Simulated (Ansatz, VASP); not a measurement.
## One calculation of N, two programs

```xyz
4
Lattice="3.6467 0.0000 0.0000 -1.8233 3.1581 0.0000 0.0000 0.0000 7.5708" Properties=species:S:1:pos:R:3 pbc="T T T"
N     0.0000    2.1054    2.4396
N     0.0000    2.1054    1.3458
N     1.8233    1.0527    6.2251
N     1.8233    1.0527    5.1312
```

Change from the starting cell: epitaxial_xy strain +1.9%.

Alike in both runs: task single point; functional HSE06; k mesh 6 × 6 × 2; no spin polarisation.

```csv
,VASP,Ansatz
version,VASP 6.6.1,Ansatz 0.2.0
potentials or method,"VASP PAW PBE potentials, release 64 (N)","plane waves, PAW"
plane-wave cutoff (eV),520,420
occupations,"gaussian, width 0.01 eV",fixed
valence electrons in the cell,20,20
```

|  | VASP | Ansatz | Ansatz less VASP |
| --- | --- | --- | --- |
| gap on the k mesh at the Fermi level (eV) | 9.36 | 9.42 | +0.065 |
| pressure (GPa) | 2.4 | -0.4 | -2.77 |
| traceless stress, the component that is largest in VASP (GPa) | 3.81 | -2.27 | -6.073 |
| rms of the force components (eV/Å) | 0.863 | 0.465 | -0.3977 |

Atom by atom the forces differ by 1.328 eV/Å (rms over components). Ansatz's warnings: stress exchange threshold loose, stress scf threshold loose.

Noted on VASP's run: the standard files for N, O and F lose accuracy on very short bonds.
